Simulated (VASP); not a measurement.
# AlRu (zincblende type) (F-43m) in VASP: further runs

AlRu (zincblende type) is run at these levels: PBE; tasks: single point, relaxation of cell and atoms.

Everything below comes from runs of VASP 6.6.1. Logs are shortened: lines on timing, memory, paths and dates and some standing lists are left out, and cuts for length are marked.

### 1 The cell of the first run

It takes space group F-43m (No. 216, cubic). The conventional cell has a = 5.520 Å, b = 5.520 Å, c = 5.520 Å, α = 90.00°, β = 90.00°, γ = 90.00°. Ru (site symmetry -43m) has 4 Al at 2.39 Å within 3.2 Å. Al (site symmetry -43m) has 4 Ru at 2.39 Å within 3.2 Å.

### 2 Single point, PBE

The input, INCAR:

```
ALGO = Normal ; EDIFF = 1E-6
ENCUT = 520 ; GGA = PE
ISIF = 2 ; ISMEAR = -1
LASPH = True ; LCHARG = True
LELF = True ; LREAL = False
LVHAR = True ; LWAVE = False
NBANDS = 16 ; NELM = 60
PREC = Accurate ; SIGMA = 0.08
```

The input, KPOINTS:

```
k-points
0
Gamma
  11 11 11
```

The input, POSCAR:

```
AlRu
1.0
    0.0000000000      2.7602050091      2.7602050091
    2.7602050091      0.0000000000      2.7602050091
    2.7602050091      2.7602050091      0.0000000000
Ru Al
1 1
Direct
    0.0000000000      0.0000000000      0.0000000000
    0.2500000000      0.2500000000      0.2500000000
```

Potentials or basis: VASP PAW PBE potentials, release 64 (Ru_pv, Al).

The run is started by

```console
> cat potpaw_PBE.64/Ru_pv/POTCAR potpaw_PBE.64/Al/POTCAR > POTCAR
> mpirun -np 1 vasp_std > vasp.out
```

OUTCAR:

```text
EDIFF = 1E-6
   ENCUT = 520
   GGA = PE
   ISIF = 2
   ISMEAR = -1
   LASPH = True
   LREAL = False
   NELM = 60
   PREC = Accurate

 ion  position               nearest neighbor table
   1  0.000  0.000  0.000-   2 2.39   2 2.39   2 2.39   2 2.39
   2  0.250  0.250  0.250-   1 2.39   1 2.39   1 2.39   1 2.39

  LATTYP: Found a face centered cubic cell.
 ALAT       =     5.5204100182

  Lattice vectors:

 A1 = (   0.0000000000,   2.7602050091,   2.7602050091)
 A2 = (   2.7602050091,   0.0000000000,   2.7602050091)
 A3 = (   2.7602050091,   2.7602050091,   0.0000000000)

Analysis of symmetry for initial positions (statically):
=====================================================================
 Subroutine PRICEL returns:
 Original cell was already a primitive cell.

 Routine SETGRP: Setting up the symmetry group for a
 face centered cubic supercell.

 Subroutine GETGRP returns: Found 24 space group operations
 (whereof 24 operations were pure point group operations)
 out of a pool of 48 trial point group operations.

The static configuration has the point symmetry T_d .

Analysis of symmetry for dynamics (positions and initial velocities):
=====================================================================
 Subroutine PRICEL returns:
 Original cell was already a primitive cell.

 Routine SETGRP: Setting up the symmetry group for a
 face centered cubic supercell.

 Subroutine GETGRP returns: Found 24 space group operations
 (whereof 24 operations were pure point group operations)
 out of a pool of 48 trial point group operations.

The dynamic configuration has the point symmetry T_d .

 Subroutine INISYM returns: Found 24 space group operations
 (whereof 24 operations are pure point group operations),
 and found     1 'primitive' translations

----------------------------------------------------------------------------------------

                                     Primitive cell

  volume of cell :      42.0585

  direct lattice vectors                    reciprocal lattice vectors
     0.000000000  2.760205009  2.760205009    -0.181145965  0.181145965  0.181145965
     2.760205009  0.000000000  2.760205009     0.181145965 -0.181145965  0.181145965
     2.760205009  2.760205009  0.000000000     0.181145965  0.181145965 -0.181145965

[... 73 lines left out ...]
 SYSTEM =  unknown system
   PREC   = accura    normal or accurate (medium, high low for compatibility)
   ISTART =      0    job   : 0-new  1-cont  2-samecut
   ICHARG =      2    charge: 1-file 2-atom 10-const
   ISPIN  =      1    spin polarized calculation?
   LNONCOLLINEAR =      F non collinear calculations
   LSORBIT =      F    spin-orbit coupling
   LASPH  =      T    aspherical Exc in radial PAW
   ENCUT  =  520.0 eV  38.22 Ry    6.18 a.u.   7.26  7.26  7.26*2*pi/ulx,y,z
   NELM   =     60;   NELMIN=  2; NELMDL= -5     # of ELM steps
   EDIFF  = 0.1E-05   stopping-criterion for ELM
   LREAL  =      F    real-space projection
   EDIFFG = 0.1E-04   stopping-criterion for IOM
   NSW    =      0    number of steps for IOM
   IBRION =     -1    ionic relax: 0-MD 1-quasi-New 2-CG
   NFREE  =      0    steps in history (QN), initial steepest desc. (CG)
   ISIF   =      2    stress and relaxation
   ISYM   =      2    0-nonsym 1-usesym 2-fastsym
   POTIM  = 0.5000    time-step for ionic-motion
   TEBEG  =    0.0;   TEEND  =   0.0 temperature during run
   PSTRESS=    0.0 pullay stress
   NELECT =      17.0000    total number of electrons
   NUPDOWN=      -1.0000    fix difference up-down
   EMIN   =  10.00;   EMAX   =-10.00  energy-range for DOS
   EFERMI =   0.00;   METHOD = LEGACY
   ISMEAR =    -1;   SIGMA  =   0.08  broadening in eV -4-tet -1-fermi 0-gaus
   EFERMI_NEDOS =   21; number of points for ismear=-14 and -15
   IALGO  =     38    algorithm
   IMIX   =      4    mixing-type and parameters
     AMIX     =   0.40;   BMIX     =  1.00
     AMIX_MAG =   1.60;   BMIX_MAG =  1.00
  volume/ion in A,a.u.               =      21.03       141.91
  Fermi-wavevector in a.u.,A,eV,Ry     =   1.210430  2.287382 19.934462  1.465142
  Thomas-Fermi vector in A             =   2.345977
   LORBIT       =      0    0 simple, 1 ext, 2 COOP (PROOUT), +10 PAW based schemes
   GGA     = PE    functional components
   LHFCALC =     F    Hartree Fock is set to
   AEXX    =    0.0000 exact exchange contribution
   IVDW    =     0    specifies the selected vdW correction
   LEPSILON=     F    determine dielectric tensor
   LRPA    =     F    only Hartree local field effects (RPA)
 non-spin polarized calculation
  energy-cutoff  :      520.00
  volume of cell :       42.06
 maximum number of plane-waves:      1147
 NGX is ok and might be reduce to    30
   NGX = 15   NGY = 15   NGZ = 15

 number of electron      16.9999994 magnetization

 Free energy of the ion-electron system (eV)
  ---------------------------------------------------
  ext. energy  EPLUGINS =         0.00000000
  ---------------------------------------------------
  free energy    TOTEN  =       -10.82575961 eV

  energy without entropy =      -10.74147269  energy(sigma->0) =      -10.78361615

 E-fermi :   4.8743     XC(G=0): -10.0659

 val. band max:        4.8705988743   @ k =   0.4545   0.3636   0.0909
 cond. band min:       4.8776872711   @ k =  -0.4545   0.4545   0.0000
 fundamental gap:      0.0070883968
 Fermi energy:         4.8743037040

 k-point     1 :       0.0000    0.0000    0.0000
  band No.  band energies     occupation
      1     -36.3132      2.00000
      2     -36.3131      2.00000
      3     -36.3131      2.00000
      4      -1.7728      2.00000
      5       3.1352      2.00000
      6       3.1352      2.00000
[... 433 lines left out ...]
      3     -36.3146      2.00000
      4      -0.5658      2.00000
      5       2.8533      2.00000
      6       3.3184      2.00000
[... 8 lines left out ...]
     15      15.5889      0.00000
     16      16.8988      0.00000

 [... further k-points ...]
[... 5 lines left out ...]
  --------------------------------------------------------------------------------------
  -------------------------------------------------------------------------------------
  Total       -0.0089507     -0.0089507     -0.0089507     -0.0000000     -0.0000000      0.0000000
  in kB       -0.3409662     -0.3409662     -0.3409662     -0.0000000     -0.0000000      0.0000000
  external PRESSURE =      -0.3409662 kB  Pullay stress =       0.0000000 kB

 VOLUME and BASIS-vectors are now :
 -----------------------------------------------------------------------------
  energy-cutoff  :      520.00
  volume of cell :       42.06
      direct lattice vectors                 reciprocal lattice vectors
     0.000000000  2.760205009  2.760205009    -0.181145965  0.181145965  0.181145965
     2.760205009  0.000000000  2.760205009     0.181145965 -0.181145965  0.181145965
     2.760205009  2.760205009  0.000000000     0.181145965  0.181145965 -0.181145965

 POSITION                                       TOTAL-FORCE (eV/Angst)
 -----------------------------------------------------------------------------------
      0.00000      0.00000      0.00000        -0.000000     -0.000000     -0.000000
      1.38010      1.38010      1.38010         0.000000      0.000000      0.000000
 -----------------------------------------------------------------------------------
    total drift:                                0.000000      0.000000      0.000000

  FREE ENERGIE OF THE ION-ELECTRON SYSTEM (eV)
  ---------------------------------------------------
  free  energy   TOTEN  =       -10.8257596054 eV

  energy  without entropy=      -10.7414726865  energy(sigma->0) =      -10.78361615
```

stdout:

```text
POSCAR found type information on POSCAR RuAl
 POSCAR found :  2 types and       2 ions
 scaLAPACK will be used
 LDA part: xc-table for (Slater+PW92), standard interpolation
 POSCAR, INCAR and KPOINTS ok, starting setup
 FFT: planning ... GRIDC
 FFT: planning ... GRID_SOFT
 FFT: planning ... GRID
 WAVECAR not read
 entering main loop
```

Wall time 15 s (1 thread of Intel Xeon 6975P-C (Granite Rapids), shared host); peak memory 0.19 GiB.

What came out:

```
Free energy : -10.8258 eV
Pressure    : 0.0 GPa
```

### 3 Single point, PBE

The input, INCAR:

```
  ALGO = Normal
  EDIFF = 1E-7
  ENCUT = 520
  GGA = PE
  ISIF = 2
  ISMEAR = -1
  LASPH = T
  LCHARG = F
  LREAL = F
  LWAVE = F
  NBANDS = 16
  NELM = 80
  PREC = Accurate
  SIGMA = 0.08
```

KPOINTS is that of step 2.

The input, POSCAR:

```
AlRu
1.0
    0.0000000000      2.7598559307      2.7598559307
    2.7598559307      0.0000000000      2.7598559307
    2.7598559307      2.7598559307      0.0000000000
Ru Al
1 1
Direct
    0.0000000000      0.0000000000      0.0000000000
    0.2500000000      0.2500000000      0.2500000000
```

Potentials or basis: VASP PAW PBE potentials, release 64 (Ru_pv, Al).

The run is started by

```console
> cat potpaw_PBE.64/Ru_pv/POTCAR potpaw_PBE.64/Al/POTCAR > POTCAR
> mpirun -np 1 vasp_std > vasp.out
```

Wall time 16 s (1 thread of Intel Xeon 6975P-C (Granite Rapids), shared host); peak memory 0.18 GiB.

The run converged. Its results:

```
Free energy : -10.8258 eV
Pressure    : 0.0 GPa
```

Levels at points of the mesh, in eV from the Fermi level:
```tsv
k point	band 7	band 8	band 9	band 10	band 11	band 12
(0.00, 0.00, 0.00)	-1.74	-0.46	-0.46	8.53	8.53	8.53
```

### 4 Relaxation of cell and atoms, PBE, target pressure -0.077 GPa, at which the enthalpy is minimised

This run uses another cell than the first one, of 18.57 Å³/atom, 0.883 times its volume.

The input, INCAR:

```
SYSTEM = AlRu
ALGO = Normal
EDIFF = 1E-6
EDIFFG = -0.005
ENCUT = 600
GGA = PE
IBRION = 2
ISIF = 3
ISMEAR = -1
LASPH = .TRUE.
LCHARG = .FALSE.
LREAL = .FALSE.
LWAVE = .FALSE.
NELM = 100
NSW = 60
PREC = Accurate
PSTRESS = -0.77
SIGMA = 0.08
```

The input, KPOINTS:

```
k-points
0
G
  11 11 11
  0 0 0
```

The input, POSCAR:

```
AlRu
1.0
    0.0000000000      2.6483319978      2.6483319978
    2.6483319978      0.0000000000      2.6483319978
    2.6483319978      2.6483319978      0.0000000000
Ru Al
1 1
Direct
    0.0000000000      0.0000000000      0.0000000000
    0.2500000000      0.2500000000      0.2500000000
```

The run is started by

```console
> cat potpaw_PBE.64/Ru_pv/POTCAR potpaw_PBE.64/Al/POTCAR > POTCAR
> mpirun -np 1 vasp_std > vasp.out
```

Wall time 29 s (1 thread of Intel Xeon 6975P-C (Granite Rapids), shared host); peak memory 0.19 GiB.

Results (log left out):

| Property | Result |
| --- | --- |
| Free energy | -10.8239 eV |
| Relaxed volume | 21.04 Å³/atom |
| Relaxed cell | a = 3.904 Å, b = 3.904 Å, c = 3.904 Å, α = 60.00°, β = 60.00°, γ = 60.00° |
| Space group after relaxing (to 0.05 Å) | F-43m (No. 216) |
| Energy change on relaxing (the enthalpy is what falls) | -83.8 meV/atom |
| Ionic steps | 3 |
| Pressure after relaxing | -0.1 GPa |

The path:
| step | energy change (eV) | largest force (eV/Å) | pressure (GPa) | volume (Å³) |
| --- | --- | --- | --- | --- |
| 1 | 0.0000 | 0.0000 | 12.22 | 37.15 |
| 2 | -0.1128 | 0.0000 | -4.96 | 45.35 |
| 3 | -0.1676 | 0.0000 | -0.06 | 42.08 |

Final structure:
```
Ru Al
1.0
     0.00000    2.76072    2.76072
     2.76072    0.00000    2.76072
     2.76072    2.76072    0.00000
Ru Al
1 1
Cartesian
  0.0000 0.0000 0.0000
  1.3804 1.3804 1.3804
```

Levels at points of the mesh, in eV from the Fermi level:
```tsv
k point	band 6	band 7	band 8	band 9	band 10	band 11	band 12
(0.00, 0.00, 0.00)	-1.74	-1.74	-0.46	-0.46	8.52	8.52	8.52
```

Caveat: the cell is relaxed towards a set pressure, so the enthalpy falls and the energy may rise.

### 5 Relaxation of cell and atoms, PBE, target pressure -0.077 GPa, at which the enthalpy is minimised

The input, INCAR:

```
PREC = Accurate
ENCUT = 600
EDIFF = 1E-6
ISMEAR = -1
SIGMA = 0.08
LREAL = F
LASPH = T
NELM = 60
ALGO = Normal
ISIF = 3
LWAVE = F
LCHARG = F
GGA = PE
IBRION = 2
NSW = 32
EDIFFG = -0.005
PSTRESS = -0.77
```

The input, KPOINTS:

```
regular mesh
0
Gamma
  11 11 11
```

The input, POSCAR:

```
AlRu
1.0
    0.0000000000      2.7602050091      2.7602050091
    2.7602050091      0.0000000000      2.7602050091
    2.7602050091      2.7602050091      0.0000000000
Ru Al
1 1
Direct
    0.0000000000      0.0000000000      0.0000000000
    0.2500000000      0.2500000000      0.2500000000
```

The run is started by

```console
> cat potpaw_PBE.64/Ru_pv/POTCAR potpaw_PBE.64/Al/POTCAR > POTCAR
> mpirun -np 1 vasp_std > vasp.out
```

Wall time 12 s (1 thread of AMD EPYC 9R45 (Zen 5), shared host); peak memory 0.16 GiB.

Results (log left out):

```
Free energy             : -10.8259 eV
Pressure after relaxing : 0.0 GPa
```

Final structure:
```xyz
2
Lattice="0.0000 2.7602 2.7602 2.7602 0.0000 2.7602 2.7602 2.7602 0.0000" Properties=species:S:1:pos:R:3 pbc="T T T"
Ru    0.0000    0.0000    0.0000
Al    1.3801    1.3801    1.3801
```

Levels at points of the mesh, in eV from the Fermi level:
| k point | band 5 | band 6 | band 7 | band 8 | band 9 | band 10 | band 11 | band 12 |
| --- | --- | --- | --- | --- | --- | --- | --- | --- |
| (0.00, 0.00, 0.00) | -1.74 | -1.74 | -1.74 | -0.46 | -0.46 | 8.52 | 8.52 | 8.52 |

Caveat: the relaxation stopped at its first step, so nothing moved; the cell is relaxed towards a set pressure, so the enthalpy falls and the energy may rise.

### 6 Summary

```tsv
task	cell	cutoff (eV)	gap on the mesh (eV)	pressure (GPa)
single point	a = 3.904 Å, angles 60.0°, 2 atoms	520	none	0.0
single point	a = 3.903 Å, angles 60.0°, 2 atoms	520	none	0.0
relaxation of cell and atoms	relaxed to -0.077 GPa from a = 3.745 Å, angles 60.0°, 2 atoms	600	none	-0.1
relaxation of cell and atoms	relaxed to -0.077 GPa from a = 3.904 Å, angles 60.0°, 2 atoms	600	none	0.0
```

Alike in all rows: level PBE; potentials or basis VASP PAW PBE potentials, release 64 (Ru_pv, Al); no spin polarisation; k mesh 11 × 11 × 11; smearing fermi-dirac 0.08 eV.

Caveats: the cell is relaxed towards a set pressure, so the enthalpy falls and the energy may rise (some runs); the relaxation stopped at its first step, so nothing moved (some runs).

Total energies depend on the potentials used, so only differences within one code and one set of settings carry meaning.
